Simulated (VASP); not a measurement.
# Ge (Fd-3m) in VASP: single point with PBE

Aim: the single point of Ge with PBE.

Program: VASP 6.6.1. These are calculated values, not measurements. Logs are shortened: lines on timing, memory, paths and dates and some standing lists are left out, and cuts for length are marked.

## (1) The cell of the first run

The structure is cubic, space group Fd-3m (No. 227). Conventional cell: a = 5.761 Å, b = 5.761 Å, c = 5.761 Å, α = 90.00°, β = 90.00°, γ = 90.00°. Ge (site symmetry -43m) has 4 Ge at 2.49 Å within 3.3 Å.

## (2) Single point, PBE

POSCAR reads:

```
Ge
1.0
    0.0000000000      2.8804373618      2.8804373618
    2.8804373618      0.0000000000      2.8804373618
    2.8804373618      2.8804373618      0.0000000000
Ge
2
Direct
    0.5000000000      0.5000000000      0.5000000000
    0.7500000000      0.7500000000      0.7500000000
```

INCAR.step1 reads:

```
SYSTEM = Ge
ALGO = Normal
EDIFF = 1E-6
ENCUT = 520
GGA = PE
ISIF = 2
ISMEAR = 0
LASPH = .TRUE.
LCHARG = .TRUE.
LREAL = .FALSE.
LWAVE = .FALSE.
NBANDS = 21
NELM = 100
PREC = Accurate
SIGMA = 0.05
```

KPOINTS.step1 reads:

```
k-points
0
G
  14 14 14
  0 0 0
```

INCAR.step2 reads:

```
SYSTEM = Ge
ALGO = Normal
EDIFF = 1E-6
ENCUT = 520
GGA = PE
ICHARG = 11
ISIF = 2
ISMEAR = -5
LASPH = .TRUE.
LCHARG = .FALSE.
LORBIT = 11
LREAL = .FALSE.
LWAVE = .FALSE.
NEDOS = 2001
NELM = 100
PREC = Accurate
SIGMA = 0.05
```

KPOINTS.step2 reads:

```
k-points
0
G
  21 21 21
  0 0 0
```

Potentials or basis: VASP PAW PBE potentials, release 64 (Ge_d).

The run is started by

```bash
cat potpaw_PBE.64/Ge_d/POTCAR > POTCAR
cp INCAR.step1 INCAR
cp KPOINTS.step1 KPOINTS
mpirun -np 1 vasp_std > vasp.out
cp INCAR.step2 INCAR
cp KPOINTS.step2 KPOINTS
mpirun -np 1 vasp_std > vasp.out
```

OUTCAR:

```text
SYSTEM = Ge
   EDIFF = 1E-6
   ENCUT = 520
   GGA = PE
   ICHARG = 11
   ISIF = 2
   ISMEAR = -5
   LASPH = .TRUE.
   LORBIT = 11
   LREAL = .FALSE.
   NELM = 100
   PREC = Accurate

 ion  position               nearest neighbor table
   1  0.500  0.500  0.500-   2 2.49   2 2.49   2 2.49   2 2.49
   2  0.750  0.750  0.750-   1 2.49   1 2.49   1 2.49   1 2.49

  LATTYP: Found a face centered cubic cell.
 ALAT       =     5.7608747236

  Lattice vectors:

 A1 = (   0.0000000000,   2.8804373618,   2.8804373618)
 A2 = (   2.8804373618,   0.0000000000,   2.8804373618)
 A3 = (   2.8804373618,   2.8804373618,   0.0000000000)

Analysis of symmetry for initial positions (statically):
=====================================================================
 Subroutine PRICEL returns:
 Original cell was already a primitive cell.

 Routine SETGRP: Setting up the symmetry group for a
 face centered cubic supercell.

 Subroutine GETGRP returns: Found 48 space group operations
 (whereof 24 operations were pure point group operations)
 out of a pool of 48 trial point group operations.

The static configuration has the point symmetry T_d .
 The point group associated with its full space group is O_h .

Analysis of symmetry for dynamics (positions and initial velocities):
=====================================================================
 Subroutine PRICEL returns:
 Original cell was already a primitive cell.

 Routine SETGRP: Setting up the symmetry group for a
 face centered cubic supercell.

 Subroutine GETGRP returns: Found 48 space group operations
 (whereof 24 operations were pure point group operations)
 out of a pool of 48 trial point group operations.

The dynamic configuration has the point symmetry T_d .
 The point group associated with its full space group is O_h .

 Subroutine INISYM returns: Found 48 space group operations
 (whereof 24 operations are pure point group operations),
 and found     1 'primitive' translations

----------------------------------------------------------------------------------------

                                     Primitive cell

  volume of cell :      47.7975

  direct lattice vectors                    reciprocal lattice vectors
     0.000000000  2.880437362  2.880437362    -0.173584750  0.173584750  0.173584750
     2.880437362  0.000000000  2.880437362     0.173584750 -0.173584750  0.173584750
     2.880437362  2.880437362  0.000000000     0.173584750  0.173584750 -0.173584750

  length of vectors
     4.073553583  4.073553583  4.073553583     0.300657607  0.300657607  0.300657607

  position of ions in fractional coordinates (direct lattice)
     0.500000000  0.500000000  0.500000000
     0.750000000  0.750000000  0.750000000

  ion indices of the primitive-cell ions
   primitive index   ion index
                 1           1
                 2           2

----------------------------------------------------------------------------------------

 KPOINTS: k-points

Automatic generation of k-mesh.
 Grid dimensions read from file:
 generate k-points for:   21   21   21

 Generating k-lattice:

  Cartesian coordinates                     Fractional coordinates (reciprocal lattice)
    -0.008265940  0.008265940  0.008265940     0.047619048  0.000000000  0.000000000
     0.008265940 -0.008265940  0.008265940     0.000000000  0.047619048  0.000000000
     0.008265940  0.008265940 -0.008265940     0.000000000  0.000000000  0.047619048

  Length of vectors
     0.014317029  0.014317029  0.014317029

  Shift w.r.t. Gamma in fractional coordinates (k-lattice)
     0.000000000  0.000000000  0.000000000

 TETIRR: Found   1276 inequivalent tetrahedra from    55566

 Subroutine IBZKPT returns following result:
 ===========================================

 Found    286 irreducible k-points:

 Following reciprocal coordinates:
            Coordinates               Weight
  0.000000  0.000000  0.000000      1.000000
  0.047619  0.000000  0.000000      8.000000
  0.095238  0.000000  0.000000      8.000000
  0.142857  0.000000  0.000000      8.000000
  0.190476  0.000000  0.000000      8.000000
  0.238095  0.000000  0.000000      8.000000
[... 16 lines left out ...]
 -0.428571  0.047619  0.000000     24.000000
 -0.380952  0.047619  0.000000     24.000000
 [... further k-points ...]
   k-points           NKPTS =    286   k-points in BZ     NKDIM =    286   number of bands    NBANDS=     18
   number of dos      NEDOS =   2001   number of ions     NIONS =      2
   total plane-waves  NPLWV =  27000
   dimension x,y,z NGX =    30 NGY =   30 NGZ =   30
   dimension x,y,z NGXF=    60 NGYF=   60 NGZF=   60
   ions per type =               2
   NGX,Y,Z   is equivalent  to a cutoff of  12.24, 12.24, 12.24 a.u.
   NGXF,Y,Z  is equivalent  to a cutoff of  24.49, 24.49, 24.49 a.u.
 SYSTEM =  Ge
   PREC   = accura    normal or accurate (medium, high low for compatibility)
   ISTART =      0    job   : 0-new  1-cont  2-samecut
   ICHARG =     11    charge: 1-file 2-atom 10-const
   ISPIN  =      1    spin polarized calculation?
   LNONCOLLINEAR =      F non collinear calculations
   LSORBIT =      F    spin-orbit coupling
   LASPH  =      T    aspherical Exc in radial PAW
   ENCUT  =  520.0 eV  38.22 Ry    6.18 a.u.   7.57  7.57  7.57*2*pi/ulx,y,z
   NELM   =    100;   NELMIN=  2; NELMDL=  0     # of ELM steps
   EDIFF  = 0.1E-05   stopping-criterion for ELM
   LREAL  =      F    real-space projection
   EDIFFG = 0.1E-04   stopping-criterion for IOM
   NSW    =      0    number of steps for IOM
   IBRION =     -1    ionic relax: 0-MD 1-quasi-New 2-CG
   NFREE  =      0    steps in history (QN), initial steepest desc. (CG)
   ISIF   =      2    stress and relaxation
   ISYM   =      2    0-nonsym 1-usesym 2-fastsym
   POTIM  = 0.5000    time-step for ionic-motion
   TEBEG  =    0.0;   TEEND  =   0.0 temperature during run
   PSTRESS=    0.0 pullay stress
   NELECT =      28.0000    total number of electrons
   NUPDOWN=      -1.0000    fix difference up-down
   EMIN   =  10.00;   EMAX   =-10.00  energy-range for DOS
   EFERMI =   0.00;   METHOD = LEGACY
   ISMEAR =    -5;   SIGMA  =   0.05  broadening in eV -4-tet -1-fermi 0-gaus
   EFERMI_NEDOS =   21; number of points for ismear=-14 and -15
   IALGO  =     38    algorithm
   IMIX   =      4    mixing-type and parameters
     AMIX     =   0.40;   BMIX     =  1.00
     AMIX_MAG =   1.60;   BMIX_MAG =  1.00
  volume/ion in A,a.u.               =      23.90       161.28
  Fermi-wavevector in a.u.,A,eV,Ry     =   1.369806  2.588558 25.529544  1.876369
  Thomas-Fermi vector in A             =   2.495649
   LORBIT       =     11    0 simple, 1 ext, 2 COOP (PROOUT), +10 PAW based schemes
   GGA     = PE    functional components
   LHFCALC =     F    Hartree Fock is set to
   AEXX    =    0.0000 exact exchange contribution
   IVDW    =     0    specifies the selected vdW correction
   LEPSILON=     F    determine dielectric tensor
   LRPA    =     F    only Hartree local field effects (RPA)
 non-spin polarized calculation
 Fermi weights with tetrahedron method with Bloechl corrections
  energy-cutoff  :      520.00
  volume of cell :       47.80
 maximum number of plane-waves:      1308

 number of electron      27.9999979 magnetization

 Free energy of the ion-electron system (eV)
  ---------------------------------------------------
  ext. energy  EPLUGINS =         0.00000000
  ---------------------------------------------------
  free energy    TOTEN  =        -9.03863307 eV

  energy without entropy =       -9.03863307  energy(sigma->0) =       -9.03863307

 E-fermi :   4.4767     XC(G=0):  -9.6705

 val. band max:        4.4757268213   @ k =   0.0000   0.0000   0.0000
 cond. band min:       4.4757268247   @ k =   0.0000   0.0000   0.0000
 fundamental gap:      0.0000000034
 Fermi energy:         4.4767425519

 k-point     1 :       0.0000    0.0000    0.0000
  band No.  band energies     occupation
      1     -20.2674      2.00000
      2     -20.2674      2.00000
      3     -20.2674      2.00000
      4     -20.2348      2.00000
      5     -20.2348      2.00000
      6     -20.0523      2.00000
[... 10 lines left out ...]
     17       7.0081      0.00000
     18       7.0081      0.00000

 k-point     2 :       0.0476    0.0000    0.0000
  band No.  band energies     occupation
      1     -20.2687      2.00000
      2     -20.2687      2.00000
      3     -20.2670      2.00000
      4     -20.2331      2.00000
      5     -20.2331      2.00000
      6     -20.0550      2.00000
[... 10 lines left out ...]
     17       7.0805      0.00000
     18       7.1053      0.00000

 k-point     3 :       0.0952    0.0000    0.0000
  band No.  band energies     occupation
      1     -20.2719      2.00000
      2     -20.2719      2.00000
      3     -20.2661      2.00000
      4     -20.2287      2.00000
      5     -20.2287      2.00000
      6     -20.0601      2.00000
[... 10 lines left out ...]
     17       7.2724      0.00000
     18       7.4553      0.00000

 k-point     4 :       0.1429    0.0000    0.0000
  band No.  band energies     occupation
      1     -20.2757      2.00000
      2     -20.2757      2.00000
      3     -20.2645      2.00000
      4     -20.2230      2.00000
      5     -20.2230      2.00000
      6     -20.0654      2.00000
[... 375 lines left out ...]
      4     -20.1978      2.00000
      5     -20.1970      2.00000
      6     -20.0853      2.00000
[... 10 lines left out ...]
     17       8.2790      0.00000
     18      11.6864      0.00000

 k-point    23 :      -0.4286    0.0476    0.0000
  band No.  band energies     occupation
      1     -20.2902      2.00000
      2     -20.2896      2.00000
      3     -20.2496      2.00000
      4     -20.1993      2.00000
      5     -20.1965      2.00000
      6     -20.0864      2.00000
[... 10 lines left out ...]
     17       8.2400      0.00000
     18      11.6981      0.00000

 k-point    24 :      -0.3810    0.0476    0.0000
  band No.  band energies     occupation
      1     -20.2894      2.00000
      2     -20.2890      2.00000
      3     -20.2510      2.00000
      4     -20.2014      2.00000
      5     -20.1970      2.00000
      6     -20.0869      2.00000
[... 10 lines left out ...]
     17       8.2578      0.00000
     18      11.6501      0.00000

 [... further k-points ...]
[... 5 lines left out ...]
  --------------------------------------------------------------------------------------
  -------------------------------------------------------------------------------------
  Total       -0.0944985     -0.0944985     -0.0944985      0.0000000      0.0000000     -0.0000000
  in kB       -3.1675988     -3.1675988     -3.1675988      0.0000000      0.0000000     -0.0000000
  external PRESSURE =      -3.1675988 kB  Pullay stress =       0.0000000 kB

 VOLUME and BASIS-vectors are now :
 -----------------------------------------------------------------------------
  energy-cutoff  :      520.00
  volume of cell :       47.80
      direct lattice vectors                 reciprocal lattice vectors
     0.000000000  2.880437362  2.880437362    -0.173584750  0.173584750  0.173584750
     2.880437362  0.000000000  2.880437362     0.173584750 -0.173584750  0.173584750
     2.880437362  2.880437362  0.000000000     0.173584750  0.173584750 -0.173584750

 POSITION                                       TOTAL-FORCE (eV/Angst)
 -----------------------------------------------------------------------------------
      2.88044      2.88044      2.88044        -0.000000     -0.000000     -0.000000
      4.32066      4.32066      4.32066         0.000000      0.000000      0.000000
 -----------------------------------------------------------------------------------
    total drift:                               -0.000000     -0.000000      0.000000

  FREE ENERGIE OF THE ION-ELECTRON SYSTEM (eV)
  ---------------------------------------------------
  free  energy   TOTEN  =        -9.0386330652 eV

  energy  without entropy=       -9.0386330652  energy(sigma->0) =       -9.03863307

 total charge

# of ion       s       p       d       tot
------------------------------------------
    1        1.136   1.209  10.016  12.361
    2        1.136   1.209  10.016  12.361
--------------------------------------------------
tot          2.272   2.418  20.031  24.722
```

Run time: 3.6 min. Hardware: 1 thread of AMD EPYC 7R13 (Zen 3), shared host; peak memory 0.28 GiB.

Results:

- Valence electrons inside the program's atomic spheres: Ge 12.36
